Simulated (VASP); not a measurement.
NaF, 2 atoms in the cell. Symmetry: Fm-3m, No. 225, cubic system. The conventional cell has a = 4.553 Å, b = 4.553 Å, c = 4.553 Å, α = 90.00°, β = 90.00°, γ = 90.00°. Na (site symmetry m-3m) has 6 F at 2.28 Å within 3.0 Å. F (site symmetry m-3m) has 6 Na at 2.28 Å within 3.0 Å.  This cell differs from its parent crystal: volume scaled by 0.9405.

```yaml
Program: VASP 6.6.1
Task: electric field gradients
Functional: PBE
Potentials_or_basis: VASP PAW PBE potentials, release 64 (Na_pv, F)
Cutoff: 520 eV
k_mesh: 10 × 10 × 10
Occupations: fermi-dirac, width 0.02 eV
Spin: no spin polarisation
Dipole_correction: no
Further_INCAR_settings: ALGO = Normal; EDIFF = 1e-08; NBANDS = 14
```

Potentials or basis: VASP PAW PBE potentials, release 64 (Na_pv, F).

The run is started by

```sh
$ cat potpaw_PBE.64/Na_pv/POTCAR potpaw_PBE.64/F/POTCAR > POTCAR
$ mpirun -np 1 vasp_std > vasp.out
```

Hardware: 1 thread of Intel(R) Xeon(R) 6975P-C (Granite Rapids), with other jobs on the host.

**Question.** How long does it take, and how much memory?

**Answer.** Wall time 5.1 s on 1 thread of Intel(R) Xeon(R) 6975P-C (Granite Rapids) (shared host), peak memory 0.13 GiB. Counts: scf iterations 16, k points 47.
